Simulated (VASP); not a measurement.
Runs of VASP 6.6.1 on HfO2. The structure is tetragonal, space group P4_2/mnm (No. 136). Conventional cell: a = 4.814 Å, b = 4.814 Å, c = 3.205 Å, α = 90.00°, β = 90.00°, γ = 90.00°. Hf (site symmetry mmm) has 6 O at 2.08 Å within 2.7 Å. O (site symmetry m2m) has 3 Hf at 2.08 Å and 1 O at 2.65 Å within 2.7 Å. 

| k mesh | gap on the mesh (eV) | pressure (GPa) | largest force (eV/Å) |
| --- | --- | --- | --- |
| 2 × 2 × 2 | 4.45 | (a) | 0.23 |
| 2 × 2 × 3 | 4.52 | (b) | 0.01 |
| 5 × 5 × 7 | 4.53 | -1.0 | 0.01 |
| 4 × 4 × 6 | 4.53 | -1.0 | 0.01 |
| 3 × 3 × 4 | 4.53 | -1.0 | 0.01 |

Alike in all rows: task single point; level r2SCAN+D3(BJ); potentials or basis VASP PAW PBE potentials, release 64 (Hf_pv, O); no spin polarisation; cell as given; cutoff (eV) 520; smearing gaussian 0.01 eV.

Fill in the values left out.

(a) 0.0; (b) -0.9.

Caveats: some runs use coarse meshes; three body term missing; the PAW data sets were made with another functional, which shifts forces and pressure a little; spin-orbit coupling is left out, which moves the levels of the heavy elements.

A k mesh can miss the band edges, and the runs leave out spin-orbit coupling on Hf.
